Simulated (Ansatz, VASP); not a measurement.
# YN in VASP and in Ansatz

File INCAR:

```
ALGO = Normal
EDIFF = 1E-7
EDIFFG = -0.002
ENCUT = 520
GGA = PE
GGA_COMPAT = False
IBRION = 2
ISIF = 2
ISMEAR = 0
LASPH = True
LCHARG = False
LREAL = False
LWAVE = False
NELM = 120
NELMIN = 4
NSW = 60
PREC = Accurate
SIGMA = 0.01
```

KPOINTS

```
k-points
0
Gamma
  10 10 10
```

Contents of POSCAR:

```
YN
1.0
    0.0000000000      2.4456322213      2.4897931643
    2.4456322213      0.0000000000      2.4897931643
    2.4456322213      2.4456322213      0.0000000000
Y N
1 1
Direct
    0.0000000000      0.0000000000      0.0000000000
    0.5000000000      0.5000000000      0.5000000000
```

Input for Ansatz:

```yaml
crystal:
  lattice:
    - [0.0, 2.4456322213, 2.4897931643]
    - [2.4456322213, 0.0, 2.4897931643]
    - [2.4456322213, 2.4456322213, 0.0]
  atoms:
    - { symbol: "Y", position: [0.0, 0.0, 0.0] }
    - { symbol: "N", position: [0.5, 0.5, 0.5] }
basis:
  ecutwfc: 420
kpoints:
  mp_grid: { grid: [10, 10, 10] }
hamiltonian:
  xc: pbe
scf:
  occupations: { method: gaussian, width: 0.01 }
output:
  forces: true
  stress: true
  eigenvalues: true
  write_density: true
  write_potential: true
  elf: true
  volumetric_format: npy
relax:
  adjacent_minimum: "off"
  f_tol: 0.002
  max_steps: 40
```

Change from the starting cell: strained cell.

Alike in both runs: task relaxation of the atoms; functional PBE; k mesh 10 × 10 × 10; occupations gaussian, width 0.01 eV; no spin polarisation.

```csv
,VASP,Ansatz
version,VASP 6.6.1,Ansatz 0.2.0
potentials or method,"VASP PAW PBE potentials, release 64 (Y_sv, N), cutoff 520 eV","scalar-relativistic, plane waves, PAW"
valence electrons in the cell,16,16
```

```csv
,VASP,Ansatz,Ansatz less VASP
"gap on the k mesh at the Fermi level, each at its own relaxed structure (eV)",0.18,0.19,+0.003
```

Ansatz's warnings: stress scf threshold loose.

Noted on VASP's run: the relaxation stopped at its first step, so nothing moved.
